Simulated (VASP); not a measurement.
# HfO2 in VASP: further runs, part 2 of 2

VASP 6.6.1.

## (4) Electric field gradients, LDA (10.93 Å³/atom)

This run uses another cell than the first one, of 10.93 Å³/atom.

Input file INCAR:

```
SYSTEM = HfO2
ALGO     = Normal         ! electronic algorithm
EDIFF    = 1E-8           ! SCF threshold, eV
ENCUT    = 520            ! plane-wave cutoff, eV
GGA      = CA             ! functional
ISIF     = 2              ! what is computed and relaxed
ISMEAR   = -1             ! smearing method
LASPH    = .True.         ! aspherical terms in the spheres
LCHARG   = .False.        ! write CHGCAR
LEFG     = .True.       
LREAL    = .False.        ! projectors in reciprocal space
LWAVE    = .False.        ! write WAVECAR
NBANDS   = 18             ! bands
NELM     = 60             ! most SCF steps
PREC     = Accurate       ! precision mode
SIGMA    = 0.01           ! smearing width, eV
```

Input file KPOINTS:

```
k-points
0
Gamma
  8 8 8
  0 0 0
```

Input file POSCAR:

```
HfO2
1.0
    0.0000000000      2.5403350533      2.5403350533
    2.5403350533      0.0000000000      2.5403350533
    2.5403350533      2.5403350533      0.0000000000
Hf O
1 2
Direct
    0.0000000000      0.0000000000      0.0000000000
    0.2500000000      0.2500000000      0.2500000000
    0.7500000000      0.7500000000      0.7500000000
```

Potentials or basis: VASP PAW LDA potentials, release 64 (Hf_pv, O).

Command:

```bash
$ cat potpaw_LDA.64/Hf_pv/POTCAR potpaw_LDA.64/O/POTCAR > POTCAR
$ mpirun -np 1 vasp_std > vasp.out
```

OUTCAR:

```text
SYSTEM = HfO2
   EDIFF = 1E-8
   ENCUT = 520
   GGA = CA
   ISIF = 2
   ISMEAR = -1
   LASPH = .True.
   LREAL = .False.
   NELM = 60
   PREC = Accurate

 ion  position               nearest neighbor table
   1  0.000  0.000  0.000-   3 2.20   3 2.20   3 2.20   2 2.20   3 2.20   2 2.20   2 2.20   2 2.20

   2  0.250  0.250  0.250-   1 2.20   1 2.20   1 2.20   1 2.20
   3  0.750  0.750  0.750-   1 2.20   1 2.20   1 2.20   1 2.20

[... 726 lines left out ...]
  free  energy   TOTEN  =       -32.9813700923 eV

  energy  without entropy=      -32.9813700923  energy(sigma->0) =      -32.98137009

 Electric field gradients (V/A^2)
---------------------------------------------------------------------
 ion       V_xx      V_yy      V_zz      V_xy      V_xz      V_yz
---------------------------------------------------------------------
   1       0.000    -0.000    -0.000     0.000     0.000     0.000
   2       0.000    -0.000    -0.000    -0.002    -0.002    -0.002
   3      -0.000    -0.000    -0.000    -0.002    -0.002    -0.002
---------------------------------------------------------------------

 Electric field gradients after diagonalization (V/A^2)
 (convention: |V_zz| > |V_xx| > |V_yy|)
----------------------------------------------------------------------
 ion       V_xx      V_yy      V_zz     asymmetry (V_yy - V_xx)/ V_zz
----------------------------------------------------------------------
   1      -0.000    -0.000     0.000       0.000
   2       0.002     0.002    -0.003       0.000
   3       0.002     0.002    -0.003       0.000
----------------------------------------------------------------------

           NMR quadrupolar parameters

 Cq : quadrupolar parameter    Cq=e*Q*V_zz/h
 eta: asymmetry parameters     (V_yy - V_xx)/ V_zz
 Q  : nuclear electric quadrupole moment in mb (millibarn)
----------------------------------------------------------------------
 ion       Cq(MHz)       eta       Q (mb)
----------------------------------------------------------------------
   1       0.000       0.000       1.000
   2      -0.000       0.000       1.000
   3      -0.000       0.000       1.000
----------------------------------------------------------------------
```

OSZICAR:

```text
N       E                     dE             d eps       ncg     rms          rms(c)
DAV:   1     0.904929432666E+02    0.90493E+02   -0.12587E+04  1044   0.120E+03
DAV:   2    -0.344000459672E+02   -0.12489E+03   -0.12017E+03  1328   0.287E+02
DAV:   3    -0.386237906575E+02   -0.42237E+01   -0.42057E+01  1238   0.467E+01
DAV:   4    -0.386489769375E+02   -0.25186E-01   -0.25171E-01  1284   0.394E+00
DAV:   5    -0.386491608324E+02   -0.18389E-03   -0.18389E-03  1192   0.309E-01    0.488E+01
DAV:   6    -0.332307608438E+02    0.54184E+01   -0.20121E+01  1062   0.317E+01    0.425E+01
DAV:   7    -0.330579490094E+02    0.17281E+00   -0.72169E-01  1196   0.691E+00    0.295E+01
DAV:   8    -0.330069223533E+02    0.51027E-01   -0.34723E-01  1168   0.501E+00    0.948E+00
DAV:   9    -0.329817723907E+02    0.25150E-01   -0.72735E-02  1116   0.221E+00    0.284E+00
DAV:  10    -0.329813769795E+02    0.39541E-03   -0.20897E-03  1210   0.337E-01    0.481E-01
DAV:  11    -0.329813691686E+02    0.78109E-05   -0.13304E-04  1172   0.985E-02    0.552E-02
DAV:  12    -0.329813700271E+02   -0.85850E-06   -0.22580E-06  1304   0.117E-02    0.203E-02
DAV:  13    -0.329813700875E+02   -0.60426E-07   -0.14369E-07  1202   0.283E-03    0.409E-03
DAV:  14    -0.329813700923E+02   -0.47582E-08   -0.28586E-08  1044   0.940E-04
   1 F= -.32981370E+02 E0= -.32981370E+02  d E =-.590581E-12
```

stdout:

```text
POSCAR found type information on POSCAR HfO
 POSCAR found :  2 types and       3 ions
 scaLAPACK will be used
 LDA part: xc-table for (Slater(with rela. corr.)+CA(PZ))
 , standard interpolation
 POSCAR, INCAR and KPOINTS ok, starting setup
 FFT: planning ... GRIDC
 FFT: planning ... GRID_SOFT
 FFT: planning ... GRID
 WAVECAR not read
 entering main loop
ion   1

ion   2

ion   3
```

It took 17 s on 1 thread of Intel Xeon Platinum 8259CL at 2.50GHz (Skylake/Cascade Lake), shared host; peak memory 0.15 GiB.

Results:

* Free energy: -32.9814 eV
* Pressure: -15.0 GPa
* Band gap on the k mesh: 3.58 eV
* Largest electric field gradient by atom: zero within the noise of the run

Caveat: the cell stands under tension; spin-orbit coupling is left out, which moves the levels of the heavy elements. A k mesh can miss the band edges.

## (5) The runs side by side

| cell | gap on the mesh (eV) | pressure (GPa) |
| --- | --- | --- |
| a = 3.635 Å, angles 59.3°, 3 atoms | 3.53 | -19.2 |
| a = 3.543 Å, angles 60.0°, 3 atoms | 3.69 | -4.8 |
| a = 3.593 Å, angles 60.0°, 3 atoms | 3.58 | -15.0 |

Alike in all rows: task electric field gradients; level LDA; potentials or basis VASP PAW LDA potentials, release 64 (Hf_pv, O); no spin polarisation; k mesh 8 × 8 × 8; cutoff (eV) 520; smearing fermi-dirac 0.01 eV.

Caveats: the cell stands under tension; spin-orbit coupling is left out, which moves the levels of the heavy elements.

Absolute energies hang on the potentials; compare differences alone.
